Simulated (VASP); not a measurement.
The system is Hf.

```xyz
3
Lattice="4.2070 0.0000 0.0000 0.0000 4.2070 0.0000 0.0000 0.0000 4.2070" Properties=species:S:1:pos:R:3 pbc="T T T"
Hf    2.1035    0.0000    0.0000
Hf    0.0000    2.1035    0.0000
Hf    0.0000    0.0000    2.1035
```

```yaml
Program: VASP 6.6.1
Task: relaxation of cell and atoms
Functional: PBE
Potentials_or_basis: VASP PAW PBE potentials, release 64 (Hf_pv)
Cutoff: 600 eV
k_mesh: 4 × 4 × 4
Occupations: gaussian, width 0.1 eV
Spin: no spin polarisation
```

At the start: pressure 3.5 GPa; volume 24.82 Å³/atom.

**Question.** How do energy, volume and symmetry change on relaxing?

**Answer.** Over 3 steps the energy falls by 12.4 meV/atom and the volume is 25.99 Å³/atom (+4.7 %); space group Pm-3m (No. 221, to 0.05 Å).

The path:
| step | energy change (eV) | largest force (eV/Å) | pressure (GPa) | volume (Å³) |
| --- | --- | --- | --- | --- |
| 1 | 0.0000 | 0.0000 | 3.51 | 74.46 |
| 2 | -0.0201 | 0.0000 | -2.18 | 80.47 |
| 3 | -0.0373 | 0.0000 | 0.00 | 77.98 |

Final structure:
```
Hf
1.0
     4.27228    0.00000    0.00000
     0.00000    4.27228    0.00000
     0.00000    0.00000    4.27228
Hf
3
Direct
  0.50000 0.00000 0.00000
  0.00000 0.50000 0.00000
  0.00000 0.00000 0.50000
```

Caveat: the k points lie up to 0.37 Å⁻¹ apart in the final cell.
